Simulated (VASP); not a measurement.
# Ni (Fm-3m) in VASP: single point with PBE

Aim: the single point of Ni with PBE.

All numbers are computed with VASP 6.6.1; they aren't measurements. Logs are shortened: lines on timing, memory, paths and dates and some standing lists are left out, and cuts for length are marked.

**1. The cell of the first run**

Symmetry: Fm-3m, No. 225, cubic system. Conventional cell: a = 3.544 Å, b = 3.544 Å, c = 3.544 Å, α = 90.00°, β = 90.00°, γ = 90.00°. Ni (site symmetry m-3m) has 12 Ni at 2.51 Å within 3.3 Å.

**2. Single point, PBE, collinear spin, ferromagnetic start**

File INCAR:

```
ALGO     = Normal         # electronic algorithm
EDIFF    = 1E-7           # SCF threshold, eV
ENCUT    = 520            # plane-wave cutoff, eV
GGA      = PE             # functional
ISIF     = 2              # what is computed and relaxed
ISMEAR   = -1             # smearing method
ISPIN    = 2              # spin polarisation
ISYM     = 0            
LASPH    = T              # aspherical terms in the spheres
LCHARG   = F              # write CHGCAR
LMAXMIX  = 4              # l up to which the mixer works
LORBIT   = 11             # projections on sites
LREAL    = F              # projectors in reciprocal space
LWAVE    = F              # write WAVECAR
MAGMOM   = 2 2            # initial moments
NBANDS   = 21             # bands
NELM     = 150            # most SCF steps
PREC     = Accurate       # precision mode
SIGMA    = 0.05           # smearing width, eV
```

File KPOINTS:

```
k-points
0
Gamma
  8 11 13
```

File POSCAR:

```
Ni
1.0
   -1.7721000000     -1.7721000000     -3.5442000000
    1.7721000000     -1.7721000000      0.0000000000
   -1.7721000000     -1.7721000000      0.0000000000
Ni
2
Direct
    0.0000000000      0.0000000000      0.0000000000
    0.5000000000      0.5000000000      0.0000000000
```

Potentials or basis: VASP PAW PBE potentials, release 64 (Ni).

Started as:

```bash
$ cat potpaw_PBE.64/Ni/POTCAR > POTCAR
$ mpirun -np 1 vasp_std > vasp.out
```

OUTCAR:

```text
EDIFF = 1E-7
   ENCUT = 520
   GGA = PE
   ISIF = 2
   ISMEAR = -1
   ISPIN = 2
   ISYM = 0
   LASPH = T
   LORBIT = 11
   LREAL = F
   NELM = 150
   PREC = Accurate

 ion  position               nearest neighbor table
   1  0.000  0.000  0.000-   2 2.51   2 2.51   2 2.51   2 2.51   2 2.51   2 2.51   2 2.51   2 2.51

   2  0.500  0.500  0.000-   1 2.51   1 2.51   1 2.51   1 2.51   1 2.51   1 2.51   1 2.51   1 2.51

IMPORTANT INFORMATION: All symmetrisations will be switched off!
NOSYMM: (Re-)initialisation of all symmetry stuff for point group C_1.

----------------------------------------------------------------------------------------

                                     Primitive cell

  volume of cell :      22.2600

  direct lattice vectors                    reciprocal lattice vectors
    -1.772100000 -1.772100000 -3.544200000     0.000000000  0.000000000 -0.282151120
     1.772100000 -1.772100000  0.000000000     0.282151120 -0.282151120  0.000000000
    -1.772100000 -1.772100000  0.000000000    -0.282151120 -0.282151120  0.282151120

  length of vectors
     4.340740773  2.506127854  2.506127854     0.282151120  0.399021941  0.488700075

  position of ions in fractional coordinates (direct lattice)
     0.000000000  0.000000000  0.000000000
     0.500000000  0.500000000  0.000000000

  ion indices of the primitive-cell ions
   primitive index   ion index
                 1           1
                 2           2

----------------------------------------------------------------------------------------

 KPOINTS: k-points

Automatic generation of k-mesh.
 Grid dimensions read from file:
 generate k-points for:    8   11   13

 Generating k-lattice:

  Cartesian coordinates                     Fractional coordinates (reciprocal lattice)
     0.000000000  0.000000000 -0.035268890     0.125000000  0.000000000  0.000000000
     0.025650102 -0.025650102  0.000000000     0.000000000  0.090909091  0.000000000
    -0.021703932 -0.021703932  0.021703932     0.000000000  0.000000000  0.076923077

  Length of vectors
     0.035268890  0.036274722  0.037592313

  Shift w.r.t. Gamma in fractional coordinates (k-lattice)
     0.000000000  0.000000000  0.000000000

 -----------------------------------------------------------------------------
|                                                                             |
|           W    W    AA    RRRRR   N    N  II  N    N   GGGG   !!!           |
|           W    W   A  A   R    R  NN   N  II  NN   N  G    G  !!!           |
|           W    W  A    A  R    R  N N  N  II  N N  N  G       !!!           |
|           W WW W  AAAAAA  RRRRR   N  N N  II  N  N N  G  GGG   !            |
|           WW  WW  A    A  R   R   N   NN  II  N   NN  G    G                |
|           W    W  A    A  R    R  N    N  II  N    N   GGGG   !!!           |
|                                                                             |
|     Your reciprocal lattice and k-lattice belong to different lattice       |
|     classes:                                                                |
|                                                                             |
|        The reciprocal lattice is simple tetragonal,                         |
|        whereas your k-lattice is simple monoclinic.                         |
|                                                                             |
|     Results are often still useful ...                                      |
|                                                                             |
 -----------------------------------------------------------------------------

 WARNING: IBZKPT: internal override: KBLOWUP is changed to .FALSE.
      ... skipping the blow-up phase ...

 Subroutine IBZKPT returns following result:
 ===========================================

 Found    573 irreducible k-points:

 Following reciprocal coordinates:
            Coordinates               Weight
  0.000000  0.000000  0.000000      1.000000
  0.125000  0.000000  0.000000      2.000000
  0.250000  0.000000  0.000000      2.000000
  0.375000  0.000000  0.000000      2.000000
  0.500000  0.000000  0.000000      1.000000
  0.000000  0.090909  0.000000      2.000000
[... 16 lines left out ...]
  0.125000  0.272727  0.000000      2.000000
  0.250000  0.272727  0.000000      2.000000
 [... further k-points ...]
   k-points           NKPTS =    573   k-points in BZ     NKDIM =    573   number of bands    NBANDS=     21
   number of dos      NEDOS =    301   number of ions     NIONS =      2
   total plane-waves  NPLWV =  12800
   dimension x,y,z NGX =    32 NGY =   20 NGZ =   20
   dimension x,y,z NGXF=    64 NGYF=   40 NGZF=   40
   ions per type =               2
   NGX,Y,Z   is equivalent  to a cutoff of  12.26, 13.27, 13.27 a.u.
   NGXF,Y,Z  is equivalent  to a cutoff of  24.51, 26.53, 26.53 a.u.
 SYSTEM =  unknown system
   PREC   = accura    normal or accurate (medium, high low for compatibility)
   ISTART =      0    job   : 0-new  1-cont  2-samecut
   ICHARG =      2    charge: 1-file 2-atom 10-const
   ISPIN  =      2    spin polarized calculation?
   LNONCOLLINEAR =      F non collinear calculations
   LSORBIT =      F    spin-orbit coupling
   LASPH  =      T    aspherical Exc in radial PAW
   ENCUT  =  520.0 eV  38.22 Ry    6.18 a.u.   8.07  4.66  4.66*2*pi/ulx,y,z
   NELM   =    150;   NELMIN=  2; NELMDL= -5     # of ELM steps
   EDIFF  = 0.1E-06   stopping-criterion for ELM
   LREAL  =      F    real-space projection
   EDIFFG = 0.1E-05   stopping-criterion for IOM
   NSW    =      0    number of steps for IOM
   IBRION =     -1    ionic relax: 0-MD 1-quasi-New 2-CG
   NFREE  =      0    steps in history (QN), initial steepest desc. (CG)
   ISIF   =      2    stress and relaxation
   ISYM   =      0    0-nonsym 1-usesym 2-fastsym
   POTIM  = 0.5000    time-step for ionic-motion
   TEBEG  =    0.0;   TEEND  =   0.0 temperature during run
   PSTRESS=    0.0 pullay stress
   NELECT =      20.0000    total number of electrons
   NUPDOWN=      -1.0000    fix difference up-down
   EMIN   =  10.00;   EMAX   =-10.00  energy-range for DOS
   EFERMI =   0.00;   METHOD = LEGACY
   ISMEAR =    -1;   SIGMA  =   0.05  broadening in eV -4-tet -1-fermi 0-gaus
   EFERMI_NEDOS =   21; number of points for ismear=-14 and -15
   IALGO  =     38    algorithm
   IMIX   =      4    mixing-type and parameters
     AMIX     =   0.40;   BMIX     =  1.00
     AMIX_MAG =   1.60;   BMIX_MAG =  1.00
  volume/ion in A,a.u.               =      11.13        75.11
  Fermi-wavevector in a.u.,A,eV,Ry     =   1.579707  2.985214 33.952998  2.495475
  Thomas-Fermi vector in A             =   2.680046
   LORBIT       =     11    0 simple, 1 ext, 2 COOP (PROOUT), +10 PAW based schemes
   GGA     = PE    functional components
   LHFCALC =     F    Hartree Fock is set to
   AEXX    =    0.0000 exact exchange contribution
   IVDW    =     0    specifies the selected vdW correction
   LEPSILON=     F    determine dielectric tensor
   LRPA    =     F    only Hartree local field effects (RPA)
 spin polarized calculation
  energy-cutoff  :      520.00
  volume of cell :       22.26
 maximum number of plane-waves:       613
   NGX = 17   NGY =  9   NGZ =  9

 number of electron      19.9999987 magnetization       1.2475405

 Free energy of the ion-electron system (eV)
  ---------------------------------------------------
  ext. energy  EPLUGINS =         0.00000000
  ---------------------------------------------------
  free energy    TOTEN  =       -10.94957498 eV

  energy without entropy =      -10.92080982  energy(sigma->0) =      -10.93519240

 E-fermi :   9.0564     XC(G=0): -13.1221

 val. band max:        9.0559142751   @ k =  -0.3750   0.3636   0.0769
 cond. band min:       9.0575707946   @ k =   0.3750   0.3636   0.3846
 fundamental gap:      0.0016565195
 Fermi energy:         9.0563923359

 spin component 1

 k-point     1 :       0.0000    0.0000    0.0000
  band No.  band energies     occupation
      1       0.2057      1.00000
      2       4.5458      1.00000
      3       4.9809      1.00000
      4       6.6798      1.00000
      5       6.6799      1.00000
      6       6.6825      1.00000
[... 13 lines left out ...]
     20      36.2721      0.00000
     21      36.2726      0.00000

 k-point     2 :       0.1250    0.0000    0.0000
  band No.  band energies     occupation
      1       0.4060      1.00000
      2       4.5547      1.00000
      3       5.0409      1.00000
      4       6.6118      1.00000
      5       6.7348      1.00000
      6       6.7354      1.00000
[... 13 lines left out ...]
     20      34.7383      0.00000
     21      35.3685      0.00000

 k-point     3 :       0.2500    0.0000    0.0000
  band No.  band energies     occupation
      1       0.9939      1.00000
      2       4.4921      1.00000
      3       5.2137      1.00000
      4       6.4152      1.00000
      5       6.8964      1.00000
      6       6.8971      1.00000
[... 13 lines left out ...]
     20      32.3957      0.00000
     21      33.6346      0.00000
[... 457 lines left out ...]
 k-point    23 :       0.1250    0.2727    0.0000
  band No.  band energies     occupation
      1       2.1750      1.00000
      2       5.2611      1.00000
      3       5.5899      1.00000
      4       6.3071      1.00000
      5       6.7965      1.00000
      6       6.9079      1.00000
[... 13 lines left out ...]
     20      36.8824      0.00000
     21      38.3539      0.00000

 k-point    24 :       0.2500    0.2727    0.0000
  band No.  band energies     occupation
      1       2.6393      1.00000
      2       5.1011      1.00000
      3       5.8074      1.00000
      4       6.3849      1.00000
      5       6.6851      1.00000
      6       6.8939      1.00000
[... 13 lines left out ...]
     20      34.3781      0.00000
     21      39.0228      0.00000

 [... further k-points ...]

 spin component 2

 k-point     1 :       0.0000    0.0000    0.0000
  band No.  band energies     occupation
      1       0.1688      1.00000
      2       4.8891      1.00000
      3       5.5954      1.00000
      4       7.4303      1.00000
      5       7.4330      1.00000
      6       7.4333      1.00000
[... 13 lines left out ...]
     20      36.2549      0.00000
     21      36.2555      0.00000

 k-point     2 :       0.1250    0.0000    0.0000
  band No.  band energies     occupation
      1       0.3693      1.00000
      2       4.8793      1.00000
      3       5.6596      1.00000
      4       7.3549      1.00000
      5       7.4891      1.00000
      6       7.4901      1.00000
[... 13 lines left out ...]
     20      34.7776      0.00000
     21      35.3278      0.00000

 k-point     3 :       0.2500    0.0000    0.0000
  band No.  band energies     occupation
      1       0.9584      1.00000
      2       4.7401      1.00000
      3       5.8447      1.00000
      4       7.1409      1.00000
      5       7.6568      1.00000
      6       7.6578      1.00000
[... 13 lines left out ...]
     20      32.4663      0.00000
     21      33.5683      0.00000
[... 457 lines left out ...]
 k-point    23 :       0.1250    0.2727    0.0000
  band No.  band energies     occupation
      1       2.1556      1.00000
      2       5.7317      1.00000
      3       6.0609      1.00000
      4       6.9888      1.00000
      5       7.4063      1.00000
      6       7.6005      1.00000
[... 13 lines left out ...]
     20      36.9414      0.00000
     21      38.3101      0.00000

 k-point    24 :       0.2500    0.2727    0.0000
  band No.  band energies     occupation
      1       2.6433      1.00000
      2       5.5386      1.00000
      3       6.2516      1.00000
      4       7.0122      1.00000
      5       7.2869      1.00000
      6       7.5786      1.00000
[... 13 lines left out ...]
     20      34.4665      0.00000
     21      39.0416      0.00000

 [... further k-points ...]

------------------------ aborting loop because EDIFF is reached ----------------------------------------

  FORCE on cell =-STRESS in cart. coord.  units (eV):
  Direction    XX          YY          ZZ          XY          YZ          ZX
  --------------------------------------------------------------------------------------
  -------------------------------------------------------------------------------------
  Total       -0.5833824     -0.5833827     -0.5575559     -0.0003103     -0.0031634     -0.0031635
  in kB      -41.9893552    -41.9893805    -40.1304801     -0.0223332     -0.2276881     -0.2276922
  external PRESSURE =     -41.3697386 kB  Pullay stress =       0.0000000 kB

 VOLUME and BASIS-vectors are now :
 -----------------------------------------------------------------------------
  energy-cutoff  :      520.00
  volume of cell :       22.26
      direct lattice vectors                 reciprocal lattice vectors
    -1.772100000 -1.772100000 -3.544200000     0.000000000  0.000000000 -0.282151120
     1.772100000 -1.772100000  0.000000000     0.282151120 -0.282151120  0.000000000
    -1.772100000 -1.772100000  0.000000000    -0.282151120 -0.282151120  0.282151120

 POSITION                                       TOTAL-FORCE (eV/Angst)
 -----------------------------------------------------------------------------------
      0.00000      0.00000      0.00000         0.000000      0.000000     -0.000000
      0.00000     -1.77210     -1.77210        -0.000000     -0.000000      0.000000
 -----------------------------------------------------------------------------------
    total drift:                               -0.000000      0.000000      0.000000

  FREE ENERGIE OF THE ION-ELECTRON SYSTEM (eV)
  ---------------------------------------------------
  free  energy   TOTEN  =       -10.9495749848 eV

  energy  without entropy=      -10.9208098230  energy(sigma->0) =      -10.93519240

 total charge

# of ion       s       p       d       tot
------------------------------------------
    1        0.488   0.478   8.304   9.270
    2        0.488   0.478   8.304   9.270
--------------------------------------------------
tot          0.976   0.956  16.609  18.541

 magnetization (x)

# of ion       s       p       d       tot
------------------------------------------
    1       -0.007  -0.024   0.669   0.638
    2       -0.007  -0.024   0.669   0.638
--------------------------------------------------
tot         -0.013  -0.049   1.337   1.275
```

It took 14 min on 1 thread of Intel Xeon 8259CL, shared host; peak memory 0.45 GiB.

Results:

* Free energy: -10.9496 eV
* Pressure: -4.1 GPa
* Net moment: 1.25 μB per cell
* Site moments: Ni +0.64 μB
* Valence electrons inside the program's atomic spheres: Ni 9.27

Caveat: the cell stands under tension.
